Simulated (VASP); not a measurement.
Ni:

```
CELL_PARAMETERS angstrom
-1.21913 1.21913 1.85473
1.21913 -1.21913 1.85473
1.21913 1.21913 -1.85473
ATOMIC_POSITIONS crystal
Ni 0.00000 0.00000 0.00000
```

```yaml
Program: VASP 6.6.1
Task: relaxation of cell and atoms
Functional: PBEsol
Potentials_or_basis: VASP PAW PBE potentials, release 64 (Ni)
Cutoff: 600 eV
k_mesh: 10 × 10 × 10
Occupations: gaussian, width 0.1 eV
Spin: collinear spin, ferromagnetic start
Starting_moments: "[0.81] μB"
```

At the start: pressure -11.2 GPa; volume 11.03 Å³/atom.

Question: How do energy, volume and symmetry change on relaxing?

Answer: Over 6 steps the energy falls by 38.0 meV/atom and the volume is 10.40 Å³/atom (-5.7 %); space group I4/mmm (No. 139, to 0.1 Å) before, Fm-3m (No. 225, to 0.1 Å); moment 0.71 μB per cell.

The path:
| step | energy change (eV) | largest force (eV/Å) | pressure (GPa) | volume (Å³) |
| --- | --- | --- | --- | --- |
| 1 | 0.0000 | 0.0000 | -11.22 | 11.03 |
| 2 | -0.0088 | 0.0000 | 14.58 | 9.84 |
| 3 | -0.0291 | 0.0000 | 1.38 | 10.35 |
| 4 | -0.0352 | 0.0000 | 0.67 | 10.37 |
| 5 | -0.0375 | 0.0000 | -0.06 | 10.41 |
| 6 | -0.0380 | 0.0000 | 0.09 | 10.40 |

Final structure:
```xyz
1
Lattice="-1.2256 1.2256 1.7308 1.2256 -1.2256 1.7308 1.2256 1.2256 -1.7308" Properties=species:S:1:pos:R:3 pbc="T T T"
Ni    0.0000    0.0000    0.0000
```

Caveat: the PAW data sets were made with another functional, which shifts forces and pressure a little.
